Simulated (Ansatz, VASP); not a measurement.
# Mg4Br: VASP beside Ansatz

```
Mg Br
1.0
     7.09752    0.00000    0.00000
     0.00000    7.09752    0.00000
     0.00000    0.00000    3.02386
Mg Br
4 1
Cartesian
  4.9977 0.0000 1.5119
  2.0998 0.0000 1.5119
  0.0000 4.9977 1.5119
  0.0000 2.0998 1.5119
  3.5488 3.5488 1.5119
```

Alike in both runs: task relaxation of cell and atoms; functional PBE; k mesh 6 × 6 × 12; occupations gaussian, width 0.1 eV; no spin polarisation.

|  | VASP | Ansatz |
| --- | --- | --- |
| version | VASP 6.6.1 | Ansatz 0.2.0 |
| potentials or method | VASP PAW PBE potentials, release 64 (Mg, Br), cutoff 600 eV | scalar-relativistic, plane waves, PAW |
| valence electrons in the cell | 15 | 47 |

```csv
,VASP,Ansatz,Ansatz less VASP
"gap on the k mesh at the Fermi level, each at its own relaxed structure (eV)",none,none,-
relaxed volume (Å³/atom),30.54,30.66,+0.120
relaxed cell length with the largest relative difference (Å),7.045,7.054,+0.0095
```

A gap of «none» marks a metal or a gap that the smearing closes. VASP's potentials hold 15 valence electrons a cell and Ansatz's 47, so a difference there can come from the potentials and not from the codes.
